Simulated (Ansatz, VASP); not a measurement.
SrTiO3: VASP beside Ansatz

Contents of INCAR:

```
  PREC = Accurate
  ENCUT = 520
  EDIFF = 1E-6
  ISMEAR = 0
  SIGMA = 0.05
  LREAL = F
  LASPH = T
  NELM = 60
  ALGO = Normal
  ISIF = 2
  LWAVE = F
  LCHARG = T
  GGA = PS
  LELF = T
  LVHAR = T
  NBANDS = 28
```

KPOINTS

```
regular mesh
0
Gamma
  8 8 8
```

The input POSCAR:

```
SrTiO3
1.0
    3.8911201355      0.0000000000      0.0000000000
    0.0000000000      3.8911201355      0.0097278003
    0.0000000000      0.0097278003      3.8911201355
Sr Ti O
1 1 3
Direct
    0.0000000000      0.0000000000      0.0000000000
    0.5000000000      0.5000000000      0.5000000000
    0.0000000000      0.5000000000      0.5000000000
    0.5000000000      0.0000000000      0.5000000000
    0.5000000000      0.5000000000      0.0000000000
```

Input for Ansatz:

```yaml
crystal:
  lattice:
    - [3.8911201355, 0.0, 0.0]
    - [0.0, 3.8911201355, 0.0097278003]
    - [0.0, 0.0097278003, 3.8911201355]
  atoms:
    - { symbol: Sr, position: [0.0, 0.0, 0.0] }
    - { symbol: Ti, position: [0.5, 0.5, 0.5] }
    - { symbol: O, position: [0.0, 0.5, 0.5] }
    - { symbol: O, position: [0.5, 0.0, 0.5] }
    - { symbol: O, position: [0.5, 0.5, 0.0] }
basis:
  ecutwfc: 420
kpoints:
  mp_grid: { grid: [8, 8, 8] }
hamiltonian:
  xc: pbesol
scf:
  occupations: { method: gaussian, width: 0.05 }
output:
  forces: true
  stress: true
  eigenvalues: true
```

Change from the starting cell: strain +0.0050 x Voigt [0, 0, 0, 1, 0, 0], atoms carried along.

Alike in both runs: task single point; functional PBEsol; k mesh 8 × 8 × 8; occupations gaussian, width 0.05 eV; no spin polarisation.

```csv
,VASP,Ansatz
version,VASP 6.6.1,Ansatz 0.2.0
potentials or method,"VASP PAW PBE potentials, release 64 (Sr_sv, Ti_sv, O), cutoff 520 eV","scalar-relativistic, plane waves, PAW"
valence electrons in the cell,40,40
```

Ansatz gave:

* gap on the k mesh at the Fermi level (eV): 1.84
* least direct gap on the mesh (eV): 2.17
* pressure (GPa): 0.0
* traceless stress, the component that is largest in VASP (GPa): -0.57

What did VASP give for the same quantities?

gap on the k mesh at the Fermi level (eV): 1.81; least direct gap on the mesh (eV): 2.15; pressure (GPa): 0.7; traceless stress, the component that is largest in VASP (GPa): -0.57.

VASP's potentials were made for PBE, not for PBEsol.
